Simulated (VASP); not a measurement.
The system is Cu.

```
Cu
1.0
    -1.44279    1.44279    1.37608
     1.44279   -1.44279    1.37608
     1.44279    1.44279   -1.37608
Cu
1
Direct
  0.00000 0.00000 0.00000
```

```yaml
Program: VASP 6.6.1
Task: relaxation of cell and atoms
Functional: LDA
Potentials_or_basis: VASP PAW LDA potentials, release 64 (Cu)
Cutoff: 600 eV
k_mesh: 16 × 16 × 16
Occupations: methfessel-paxton, width 0.15 eV
Spin: no spin polarisation
```

At the start: pressure -7.0 GPa; volume 11.46 Å³/atom.

**Question.** Where does the relaxation end?

**Answer.** Over 3 steps the energy falls by 10.8 meV/atom and the volume is 10.98 Å³/atom (-4.2 %); space group I4/mmm (No. 139, to 0.05 Å).

Step by step:
```csv
step,energy change (eV),largest force (eV/Å),pressure (GPa),volume (Å³)
1,0.0000,0.0000,-6.96,11.46
2,-0.0050,0.0000,5.91,10.65
3,-0.0108,0.0000,0.01,10.98
```

Final structure:
```cif
data_structure
_symmetry_space_group_name_H-M 'P 1'
_symmetry_Int_Tables_number 1
_cell_length_a 2.4265
_cell_length_b 2.4265
_cell_length_c 2.4265
_cell_angle_alpha 108.209
_cell_angle_beta 108.209
_cell_angle_gamma 112.026
_cell_volume 10.98
loop_
_atom_site_label
_atom_site_type_symbol
_atom_site_fract_x
_atom_site_fract_y
_atom_site_fract_z
_atom_site_occupancy
Cu1 Cu 0.00000 0.00000 0.00000 1
```
